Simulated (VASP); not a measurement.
Input of a VASP 6.6.1 run:

File POSCAR:

```
CaSe
1.0
    3.6442578107      0.0000000000      0.0000000000
    0.0000000000      3.6442578107      0.0000000000
    0.0000000000      0.0000000000      3.6442578107
Ca Se
1 1
Direct
    0.0000000000      0.0000000000      0.0000000000
    0.5000000000      0.5000000000      0.5000000000
```

INCAR.step1

```
SYSTEM = CaSe
PREC = Accurate ; ENCUT = 520
EDIFF = 1E-5 ; ISMEAR = -1
SIGMA = 0.02 ; LREAL = .False.
LASPH = .True. ; NELM = 80
ALGO = Normal ; ISIF = 2
LWAVE = .True. ; LCHARG = .False.
GGA = PE ; NBANDS = 15
```

The input INCAR.step2:

```
SYSTEM = CaSe
PREC = Accurate ; ENCUT = 520
EDIFF = 1E-6 ; ISMEAR = -1
SIGMA = 0.02 ; LREAL = .False.
LASPH = .True. ; NELM = 80
ALGO = Normal ; ISIF = 2
LWAVE = .False. ; LCHARG = .False.
GGA = PE ; LHFCALC = .True.
HFSCREEN = 0.2079 ; PRECFOCK = Normal
ISTART = 1 ; NBANDS = 15
```

Contents of KPOINTS:

```
Automatic mesh
0
Gamma
  4 4 4
  0 0 0
```

Potentials or basis: VASP PAW PBE potentials, release 64 (Ca_sv, Se).

Run with:

```bash
$ cat potpaw_PBE.64/Ca_sv/POTCAR potpaw_PBE.64/Se/POTCAR > POTCAR
$ cp INCAR.step1 INCAR
$ mpirun -np 1 vasp_std > vasp.out
$ cp INCAR.step2 INCAR
$ mpirun -np 1 vasp_std > vasp.out
```

Problem. Predict the band gap on the k mesh.

Solution. 1.55 eV.

Problem. Estimate the pressure.

Solution. 0.0 GPa.

Caveat: the k points lie up to 0.43 Å⁻¹ apart; the structure was generated, so it needn't be the stable form of CaSe; the PAW data sets were made with another functional, which shifts forces and pressure a little. A k mesh can miss the band edges.
